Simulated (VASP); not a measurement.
Write the native input for VASP 6.6.1 that does the following.

* Task: single point
* Functional: LDA
* Potentials or basis: VASP PAW LDA potentials, release 64 (Pt)
* Cutoff: 520 eV
* k mesh: 22 × 22 × 22
* Occupations: gaussian, width 0.15 eV
* Spin: no spin polarisation
* Dipole correction: no
* Further INCAR settings: ALGO = Normal; EDIFF = 1e-07; NBANDS = 11

The structure of Pt lies in POSCAR:

```
Pt
1.0
    0.0000000000      1.9658629013      1.7374296322
    1.9658629013      0.0000000000      1.7374296322
    1.9658629013      1.9658629013      0.0000000000
Pt
1
Direct
    0.0000000000      0.0000000000      0.0000000000
```

This cell differs from its parent crystal: volume 13.429 Å^3 an atom, c/a of the conventional cell 0.8838.

The input as run:

INCAR

```
ALGO = Normal
EDIFF = 1E-7
ENCUT = 520
GGA = CA
ISIF = 2
ISMEAR = 0
LASPH = True
LCHARG = False
LREAL = False
LWAVE = False
NBANDS = 11
NELM = 60
PREC = Accurate
SIGMA = 0.15
```

KPOINTS

```
k-points
0
Gamma
  22 22 22
```

Potentials or basis: VASP PAW LDA potentials, release 64 (Pt).

The run is started by

```sh
$ cat potpaw_LDA.64/Pt/POTCAR > POTCAR
$ mpirun -np 1 vasp_std > vasp.out
```

It gave:

```json
{
  "Pressure": "40.0 GPa",
  "Band gap on the k mesh": "zero (band 5 reaches 14.68 eV, above the bottom of band 6 at 11.32 eV)"
}
```

Caveat: spin-orbit coupling is left out, which moves the levels of the heavy elements.

It took 65 s on 1 thread of AMD EPYC 7R13, with other jobs on the host, peak memory 0.23 GiB.
